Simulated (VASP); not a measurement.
# F (C2/c) in VASP: further runs, part 2 of 2

VASP 6.6.1. The steps go on from the part before.

## (5) Single point, PBE+D3(BJ) (atoms shifted along a free coordinate)

The input, INCAR:

```
  ALGO = Normal
  EDIFF = 1E-6
  ENCUT = 520
  GGA = PE
  ISIF = 2
  ISMEAR = 0
  IVDW = 12
  LASPH = T
  LCHARG = T
  LELF = T
  LREAL = F
  LVHAR = T
  LWAVE = F
  NBANDS = 22
  NELM = 80
  PREC = Accurate
  SIGMA = 0.05
```

The input, KPOINTS:

```
k-points
0
Gamma
  8 8 4
```

The input, POSCAR:

```
F
1.0
    2.8613483419     -1.8186582592      0.3019664865
    2.8613483419      1.8186582592      0.3019664865
   -0.8488055624      0.0000000000      6.8503318418
F
4
Direct
    0.9138648456      0.5855481450      0.0689225333
    0.4144518550      0.0861351544      0.4310774667
    0.0861351544      0.4144518550      0.9310774667
    0.5855481450      0.9138648456      0.5689225333
```

Run with:

```sh
$ cat potpaw_PBE.64/F/POTCAR > POTCAR
$ mpirun -np 1 vasp_std > vasp.out
```

It took 46 s on 1 thread of AMD EPYC 9R45 (Zen 5), shared host; peak memory 0.21 GiB.

It converged, with:

| Property | Result |
| --- | --- |
| Free energy | -1.8689 eV |
| Pressure | 44.0 GPa |
| Largest force | 26.669 eV/Å |
| Band gap on the k mesh | 7.02 eV (least direct gap 7.08 eV) |
| Dispersion energy per atom | -0.025 eV |

Forces in eV/Å, atoms in the order of the input:
```
F    -2.818  14.622  22.124
F     2.818  14.622 -22.124
F     2.818 -14.622 -22.124
F    -2.818 -14.622  22.124
```

Stress tensor (GPa, compression positive):
```
  0.61   0.00 -11.80
  0.00  39.76   0.00
-11.80   0.00  91.71
```

Levels at points of the mesh, in eV from the valence-band top:
| k point | band 11 | band 12 | band 13 | band 14 | band 15 | band 16 | band 17 | band 18 |
| --- | --- | --- | --- | --- | --- | --- | --- | --- |
| (0.00, 0.00, 0.00) | -0.27 | -0.21 | -0.06 | -0.04 | 7.16 | 7.26 | 9.37 | 9.92 |
| (0.50, 0.00, 0.00) | -0.19 | -0.16 | -0.02 | -0.01 | 8.49 | 8.50 | 11.20 | 11.23 |
| (0.50, 0.50, 0.00) | -0.33 | -0.31 | -0.19 | -0.04 | 8.51 | 9.25 | 10.55 | 12.08 |
| (0.00, 0.00, 0.50) | -0.25 | -0.25 | -0.05 | -0.05 | 7.11 | 7.11 | 9.77 | 9.77 |
| (0.50, 0.00, 0.50) | -0.19 | -0.17 | -0.01 | 0.00 | 8.47 | 8.49 | 11.40 | 11.45 |
| (0.50, 0.50, 0.50) | -0.25 | -0.25 | -0.19 | -0.19 | 8.78 | 8.78 | 11.21 | 11.21 |

Caveat: the cell differs from its parent crystal (atoms shifted along a free coordinate); the standard files for N, O and F lose accuracy on very short bonds; the stress differs along the axes, from 1 to 92 GPa; forces of over 1 eV/Å act on the atoms, so gaps and moduli don't describe the material at rest. A k mesh can miss the band edges.

## (6) Single point, PBE+D3(BJ) (atoms shifted along a free coordinate)

The input, INCAR:

```
SYSTEM = F
  PREC = Accurate
  ENCUT = 520
  EDIFF = 1E-6
  ISMEAR = 0
  SIGMA = 0.05
  LREAL = .False.
  LASPH = .True.
  NELM = 80
  ALGO = Normal
  ISIF = 2
  LWAVE = .False.
  LCHARG = .False.
  GGA = PE
  IVDW = 12
  NBANDS = 22
```

The input, KPOINTS:

```
regular mesh
0
Gamma
  8 8 4
  0 0 0
```

The input, POSCAR:

```
F
1.0
    2.8613483419     -1.8186582592      0.3019664865
    2.8613483419      1.8186582592      0.3019664865
   -0.8488055624      0.0000000000      6.8503318418
F
4
Direct
    0.9138648456      0.5855481450      0.0855879396
    0.4144518550      0.0861351544      0.4144120604
    0.0861351544      0.4144518550      0.9144120604
    0.5855481450      0.9138648456      0.5855879396
```

Potentials or basis: VASP PAW PBE potentials, release 64 (F).

Run with:

```sh
$ cat potpaw_PBE.64/F/POTCAR > POTCAR
$ mpirun -np 1 vasp_std > vasp.out
```

OUTCAR:

```text
SYSTEM = F
   PREC = Accurate
   ENCUT = 520
   EDIFF = 1E-6
   ISMEAR = 0
   LREAL = .False.
   LASPH = .True.
   NELM = 80
   ISIF = 2
   GGA = PE
   IVDW = 12
 IVDW          = 12

 ion  position               nearest neighbor table
   1  0.914  0.586  0.086-   3 1.34
   2  0.414  0.086  0.414-   4 1.34
   3  0.086  0.414  0.914-   1 1.34
   4  0.586  0.914  0.586-   2 1.34

  LATTYP: Found a base centered monoclinic cell.
 ALAT       =     5.7544758554
 B/A-ratio  =     0.6320847649
 C/A-ratio  =     1.1995389811
 COS(beta)  =    -0.0181341353

  Lattice vectors:

 A1 = (   2.8613483419,  -1.8186582592,   0.3019664865)
 A2 = (   2.8613483419,   1.8186582592,   0.3019664865)
 A3 = (  -0.8488055624,   0.0000000000,   6.8503318418)

Analysis of symmetry for initial positions (statically):
=====================================================================
 Subroutine PRICEL returns:
 Original cell was already a primitive cell.

 Routine SETGRP: Setting up the symmetry group for a
 base centered monoclinic supercell.

 Subroutine GETGRP returns: Found  4 space group operations
 (whereof  2 operations were pure point group operations)
 out of a pool of  4 trial point group operations.

The static configuration has the point symmetry S_2 .
 The point group associated with its full space group is C_2h.

Analysis of symmetry for dynamics (positions and initial velocities):
=====================================================================
 Subroutine PRICEL returns:
 Original cell was already a primitive cell.

 Routine SETGRP: Setting up the symmetry group for a
 base centered monoclinic supercell.

 Subroutine GETGRP returns: Found  4 space group operations
 (whereof  2 operations were pure point group operations)
[... 122 lines left out ...]
   ISMEAR =     0;   SIGMA  =   0.05  broadening in eV -4-tet -1-fermi 0-gaus
   EFERMI_NEDOS =   21; number of points for ismear=-14 and -15
   IALGO  =     38    algorithm
   IMIX   =      4    mixing-type and parameters
     AMIX     =   0.40;   BMIX     =  1.00
     AMIX_MAG =   1.60;   BMIX_MAG =  1.00
  volume/ion in A,a.u.               =      18.06       121.85
  Fermi-wavevector in a.u.,A,eV,Ry     =   1.193692  2.255751 19.386952  1.424901
  Thomas-Fermi vector in A             =   2.329700
   LORBIT       =      0    0 simple, 1 ext, 2 COOP (PROOUT), +10 PAW based schemes
   GGA     = PE    functional components
   LHFCALC =     F    Hartree Fock is set to
   AEXX    =    0.0000 exact exchange contribution
   IVDW    =    12    specifies the selected vdW correction
   LEPSILON=     F    determine dielectric tensor
   LRPA    =     F    only Hartree local field effects (RPA)
 non-spin polarized calculation
 Gauss-broadening in eV      SIGMA  =   0.05
  energy-cutoff  :      520.00
  volume of cell :       72.23
 maximum number of plane-waves:      1968
 NGX is ok and might be reduce to    28
   NGX = 13   NGY = 13   NGZ = 25

 number of electron      27.9999998 magnetization

 Free energy of the ion-electron system (eV)
  ---------------------------------------------------
  ext. energy  EPLUGINS =         0.00000000
  ---------------------------------------------------
  free energy    TOTEN  =        -6.98463642 eV

  energy without entropy =       -6.98463642  energy(sigma->0) =       -6.98463642

 E-fermi :  -5.0460     XC(G=0):  -7.0576

 val. band max:       -5.4003161290   @ k =   0.0000   0.0000   0.0000
 cond. band min:      -1.3267910052   @ k =   0.0000   0.0000   0.0000
 fundamental gap:      4.0735251238
 Fermi energy:        -5.0459500343

 k-point     1 :       0.0000    0.0000    0.0000
  band No.  band energies     occupation
      1     -31.6733      2.00000
      2     -31.6196      2.00000
      3     -23.7016      2.00000
      4     -23.4943      2.00000
      5     -12.4194      2.00000
      6     -11.9162      2.00000
[... 589 lines left out ...]
     21      11.4642      0.00000
     22      12.1095      0.00000

 [... further k-points ...]

------------------------ aborting loop because EDIFF is reached ----------------------------------------

 Edisp (eV)   -0.10039

 E8    (eV) :    -0.0215

  FORCE on cell =-STRESS in cart. coord.  units (eV):
  Direction    XX          YY          ZZ          XY          YZ          ZX
  --------------------------------------------------------------------------------------
  -------------------------------------------------------------------------------------
  Total      -0.14822     2.12900     8.14327     0.00000     0.00000    -1.06511
  in kB      -3.28790    47.22595   180.63579     0.00000     0.00000   -23.62645
  external pressure =       74.86 kB  Pullay stress =        0.00 kB

 VOLUME and BASIS-vectors are now :
 -----------------------------------------------------------------------------
  energy-cutoff  :      520.00
  volume of cell :       72.23
      direct lattice vectors                 reciprocal lattice vectors
     2.861348342 -1.818658259  0.301966487     0.172487298 -0.274927957  0.021372421
     2.861348342  1.818658259  0.301966487     0.172487298  0.274927957  0.021372421
    -0.848805562  0.000000000  6.850331842    -0.015206675  0.000000000  0.144094113

 POSITION                                       TOTAL-FORCE (eV/Angst)
 -----------------------------------------------------------------------------------
      4.21770     -0.59710      1.03908        -0.452444      1.900638      3.581635
      1.08060     -0.59710      2.99002         0.452444      1.900638     -3.581635
      0.65620      0.59710      6.41519         0.452444     -1.900638     -3.581635
      3.79329      0.59710      4.46424        -0.452444     -1.900638      3.581635
 -----------------------------------------------------------------------------------
    total drift:                               -0.000000     -0.000000      0.000000

  FREE ENERGIE OF THE ION-ELECTRON SYSTEM (eV)
  ---------------------------------------------------
  free  energy   TOTEN  =        -7.0850257244 eV

  energy  without entropy=       -7.0850257244  energy(sigma->0) =       -7.08502572
```

OSZICAR:

```text
N       E                     dE             d eps       ncg     rms          rms(c)
DAV:   1     0.193918434639E+03    0.19392E+03   -0.15768E+04  3472   0.117E+03
DAV:   2     0.115181517879E+01   -0.19277E+03   -0.18582E+03  4730   0.292E+02
DAV:   3    -0.869322304250E+01   -0.98450E+01   -0.98031E+01  4010   0.660E+01
DAV:   4    -0.875772110550E+01   -0.64498E-01   -0.64495E-01  3628   0.610E+00
DAV:   5    -0.875813348563E+01   -0.41238E-03   -0.41237E-03  3992   0.459E-01    0.114E+01
DAV:   6    -0.741206086078E+01    0.13461E+01   -0.55613E-01  3468   0.766E+00    0.637E+00
DAV:   7    -0.698616651016E+01    0.42589E+00   -0.70182E-01  3444   0.812E+00    0.817E-01
DAV:   8    -0.698437979854E+01    0.17867E-02   -0.86457E-02  3570   0.203E+00    0.150E-01
DAV:   9    -0.698456137461E+01   -0.18158E-03   -0.98777E-04  3878   0.248E-01    0.659E-02
DAV:  10    -0.698463477771E+01   -0.73403E-04   -0.10724E-04  3570   0.976E-02    0.217E-02
DAV:  11    -0.698463635061E+01   -0.15729E-05   -0.12902E-05  3822   0.350E-02    0.443E-03
DAV:  12    -0.698463641616E+01   -0.65554E-07   -0.14421E-06  3004   0.102E-02
   1 F= -.70850257E+01 E0= -.70850257E+01  d E =-.301441E-25
```

Run time: 41 s. Hardware: 1 thread of AMD EPYC 9R45 (Zen 5), shared host; peak memory 0.21 GiB.

What came out:

- Free energy: -7.0850 eV
- Pressure: 7.5 GPa
- Largest force: 4.080 eV/Å
- Band gap on the k mesh: 4.07 eV
- Dispersion energy per atom: -0.025 eV

Forces in eV/Å, atoms in the order of the input:
```
F   -0.452  1.901  3.582
F    0.452  1.901 -3.582
F    0.452 -1.901 -3.582
F   -0.452 -1.901  3.582
```

Stress tensor (GPa, compression positive):
```
-0.33  0.00 -2.36
 0.00  4.72  0.00
-2.36  0.00 18.06
```

Levels at points of the mesh, in eV from the valence-band top:
```csv
k point,band 11,band 12,band 13,band 14,band 15,band 16,band 17,band 18
"(0.00, 0.00, 0.00)",-0.27,-0.10,-0.04,0.00,4.07,4.86,8.48,11.11
"(0.50, 0.00, 0.00)",-0.20,-0.19,-0.05,-0.04,4.55,4.55,12.43,12.44
"(0.50, 0.50, 0.00)",-0.40,-0.33,-0.10,-0.05,4.34,4.81,12.36,13.47
"(0.00, 0.00, 0.50)",-0.19,-0.19,-0.02,-0.02,4.42,4.42,9.42,9.42
"(0.50, 0.00, 0.50)",-0.19,-0.18,-0.03,-0.02,4.53,4.54,12.93,12.97
"(0.50, 0.50, 0.50)",-0.23,-0.23,-0.21,-0.21,4.56,4.56,12.93,12.93
```

Caveat: the cell differs from its parent crystal (atoms shifted along a free coordinate); the stress differs along the axes, from -0 to 18 GPa; forces of over 1 eV/Å act on the atoms, so gaps and moduli don't describe the material at rest. A k mesh can miss the band edges.

## (7) Overview

```csv
cell,gap on the mesh (eV),pressure (GPa),largest force (eV/Å)
"a = 3.352, b = 3.352, c = 6.799 Å, angles 90.9, 90.9, 64.6°, 4 atoms, atomic positions A",7.10,51.6,30.20
"a = 3.352, b = 3.352, c = 6.799 Å, angles 90.9, 90.9, 64.6°, 4 atoms, atomic positions B",1.09,-9.4,3.20
"a = 3.404, b = 3.404, c = 6.903 Å, angles 90.9, 90.9, 64.6°, 4 atoms, atomic positions C",0.43,-10.9,3.18
"a = 3.404, b = 3.404, c = 6.903 Å, angles 90.9, 90.9, 64.6°, 4 atoms, atomic positions A",7.02,44.0,26.67
"a = 3.404, b = 3.404, c = 6.903 Å, angles 90.9, 90.9, 64.6°, 4 atoms, atomic positions D",4.07,7.5,4.08
```

Alike in all rows: task single point; level PBE+D3(BJ); potentials or basis VASP PAW PBE potentials, release 64 (F); no spin polarisation; k mesh 8 × 8 × 4; cutoff (eV) 520; smearing gaussian 0.05 eV.

Caveats: forces of over 1 eV/Å act on the atoms, so gaps and moduli don't describe the material at rest; the standard files for N, O and F lose accuracy on very short bonds (at least some runs); the stress differs along the axes, from 1 to 107 GPa (at least some runs); the stress differs along the axes, from -22 to -1 GPa (at least some runs); the stress differs along the axes, from -25 to -1 GPa (at least some runs); the stress differs along the axes, from 1 to 92 GPa (at least some runs); the stress differs along the axes, from -0 to 18 GPa (at least some runs).

Absolute energies hang on the potentials; compare differences alone.
